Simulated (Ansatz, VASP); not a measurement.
## Be: VASP beside Ansatz

The input INCAR:

```
ALGO     = Normal         # electronic algorithm
EDIFF    = 1E-7           # SCF threshold, eV
ENCUT    = 520            # plane-wave cutoff, eV
GGA      = PE             # functional
ISIF     = 2              # what is computed and relaxed
ISMEAR   = 0              # smearing method
LASPH    = True           # aspherical terms in the spheres
LCHARG   = False          # write CHGCAR
LREAL    = False          # projectors in reciprocal space
LWAVE    = False          # write WAVECAR
NBANDS   = 15             # bands
NELM     = 100            # most SCF steps
PREC     = Accurate       # precision mode
SIGMA    = 0.1            # smearing width, eV
```

File KPOINTS:

```
k-points
0
Gamma
  6 4 4
```

POSCAR

```
Be
1.0
    2.7491526100      0.0000000000      0.0000000000
    0.0000000000      4.4098587100      0.0000000000
    0.0000000000      0.0000000000      4.6512087500
Be
6
Direct
    0.0000000000      0.7611090900      0.2493817000
    0.0000000000      0.2388909100      0.2493817000
    0.5000000000      0.2611090900      0.7506183000
    0.5000000000      0.7388909100      0.7506183000
    0.0000000000      0.0000000000      0.6264761800
    0.5000000000      0.5000000000      0.3735238200
```

Input for Ansatz:

```yaml
crystal:
  lattice:
    - [2.74915261, 0.0, 0.0]
    - [0.0, 4.40985871, 0.0]
    - [0.0, 0.0, 4.65120875]
  atoms:
    - { symbol: Be, position: [0.0, 0.76110909, 0.2493817] }
    - { symbol: Be, position: [0.0, 0.23889091, 0.2493817] }
    - { symbol: Be, position: [0.5, 0.26110909, 0.7506183] }
    - { symbol: Be, position: [0.5, 0.73889091, 0.7506183] }
    - { symbol: Be, position: [0.0, 0.0, 0.62647618] }
    - { symbol: Be, position: [0.5, 0.5, 0.37352382] }
basis:
  ecutwfc: 420
kpoints:
  mp_grid: { grid: [6, 4, 4] }
hamiltonian:
  xc: pbe
scf:
  occupations: { method: gaussian, width: 0.1 }
  lower_state_search: "off"
output:
  forces: true
  stress: true
  eigenvalues: true
```

Alike in both runs: task single point; functional PBE; k mesh 6 × 4 × 4; occupations gaussian, width 0.1 eV; no spin polarisation.

```csv
,VASP,Ansatz
version,VASP 6.6.1,Ansatz 0.2.0
potentials or method,"VASP PAW PBE potentials, release 64 (Be), cutoff 520 eV","scalar-relativistic, plane waves, PAW"
valence electrons in the cell,12,12
```

|  | VASP | Ansatz | Ansatz less VASP |
| --- | --- | --- | --- |
| gap on the k mesh at the Fermi level (eV) | none | none | - |
| pressure (GPa) | 18.6 | 18.4 | -0.17 |
| traceless stress, the component that is largest in VASP (GPa) | -14.58 | -14.51 | +0.071 |
| rms of the force components (eV/Å) | 1.137 | 1.133 | -0.0041 |

Atom by atom the forces differ by 0.006 eV/Å (rms over components). A gap of «none» marks a metal or a gap that the smearing closes. The functional is the same, so the differences come from potentials, cutoffs and numerics.

The k mesh is coarse, so the values compare programs but aren't converged.
